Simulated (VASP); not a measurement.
AgRh:

```
Ag Rh
1.0
     2.79598    0.00000    0.00000
    -1.39799    2.42139    0.00000
     0.00000    0.00000    4.84045
Ag Rh
1 1
Cartesian
  0.0000 0.0000 2.4202
  1.3980 0.8071 0.0000
```

Base run:

| Quantity | Value |
| --- | --- |
| Program | VASP 6.6.1 |
| Functional | PBE |
| Potentials or basis | VASP PAW PBE potentials, release 64 (Ag, Rh_pv) |
| Cutoff | 520 eV |
| k mesh | 11 × 11 × 6 |
| Occupations | fermi-dirac, width 0.05 eV |
| Spin | no spin polarisation |

Its results: band gap on the k mesh zero (band 13 reaches 9.54 eV, above the bottom of band 14 at 8.27 eV); pressure -5.1 GPa.

**Question.** The run is repeated on the same cell with these changes: functional from PBE to PBEsol; further incar settings from ALGO = Normal; EDIFF = 1e-07; NBANDS = 20 to ALGO = Normal; EDIFF = 1e-06; NBANDS = 20. What comes out?

**Answer.** Band gap on the k mesh zero (band 13 reaches 9.36 eV, above the bottom of band 14 at 8.10 eV); pressure -13.2 GPa.

Caveats: the PAW data sets were made with another functional, which shifts forces and pressure a little (some runs).
